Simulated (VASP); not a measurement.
A run of VASP 6.6.1 is set up as follows.

INCAR

```
  PREC = Accurate
  ENCUT = 520
  EDIFF = 1E-7
  ISMEAR = 0
  SIGMA = 0.2
  LREAL = F
  LASPH = T
  NELM = 60
  ALGO = Normal
  ISIF = 2
  LWAVE = F
  LCHARG = F
  GGA = PE
  NBANDS = 56
```

Contents of KPOINTS:

```
regular mesh
0
Gamma
  6 6 6
```

File POSCAR:

```
Ga5Sb2As3
1.0
    0.0000000000     -4.1991073676      0.0000000000
    4.1991073676      0.0000000000      0.0000000000
   -2.0995536838      2.0995536838     14.8275628233
Ga Sb As
5 2 3
Direct
    0.0000000000      0.0000000000      0.0000000000
    0.6085020680      0.6085020680      0.2170041361
    0.2029226315      0.2029226315      0.4058452630
    0.7970773685      0.7970773685      0.5941547370
    0.3914979320      0.3914979320      0.7829958639
    0.4458408724      0.9458408724      0.8916817448
    0.0541591276      0.5541591276      0.1083182552
    0.6557003530      0.1557003530      0.3114007059
    0.2500000000      0.7500000000      0.5000000000
    0.8442996470      0.3442996470      0.6885992941
```

Potentials or basis: VASP PAW PBE potentials, release 64 (Ga_d, Sb, As).

Launch:

```sh
$ cat potpaw_PBE.64/Ga_d/POTCAR potpaw_PBE.64/Sb/POTCAR potpaw_PBE.64/As/POTCAR > POTCAR
$ mpirun -np 1 vasp_std > vasp.out
```

Problem. What does it give for the band gap on the k mesh?

Solution. Zero (filled and empty bands touch).

Problem. What does it give for the largest force?

Solution. 0.008 eV/Å.

Stress tensor (GPa, compression positive):
```
0.22 0.00 0.00
0.00 0.22 0.00
0.00 0.00 0.00
```

Caveat: spin-orbit coupling is left out, which moves the levels of the heavy elements.
